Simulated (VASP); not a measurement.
A run of VASP 6.6.1:

INCAR

```
ALGO = Normal
EDIFF = 1E-7
ENCUT = 520
GGA = RP
ISIF = 2
ISMEAR = -1
LASPH = True
LCHARG = False
LREAL = False
LWAVE = False
NBANDS = 18
NELM = 80
PREC = Accurate
SIGMA = 0.1
```

The input KPOINTS:

```
k-points
0
Gamma
  14 14 7
```

The input POSCAR:

```
Au
1.0
    3.0563571675      0.0000000000      0.0000000000
   -1.5281785837      2.6468829501      0.0000000000
    0.0000000000      0.0000000000      5.1290544617
Au
2
Direct
    0.3333333333      0.6666666667      0.2500000000
    0.6666666667      0.3333333333      0.7500000000
```

Potentials or basis: VASP PAW PBE potentials, release 64 (Au).

The run is started by

```bash
$ cat potpaw_PBE.64/Au/POTCAR > POTCAR
$ mpirun -np 1 vasp_std > vasp.out
```

Hardware: 1 thread of Intel Xeon 8259CL (shared host).

Question: How long does it take, and how much memory?

Answer: It took 81 s on 1 thread of Intel Xeon 8259CL (shared host), peak memory 0.2 GiB. Counts: scf iterations 13, k points 96.
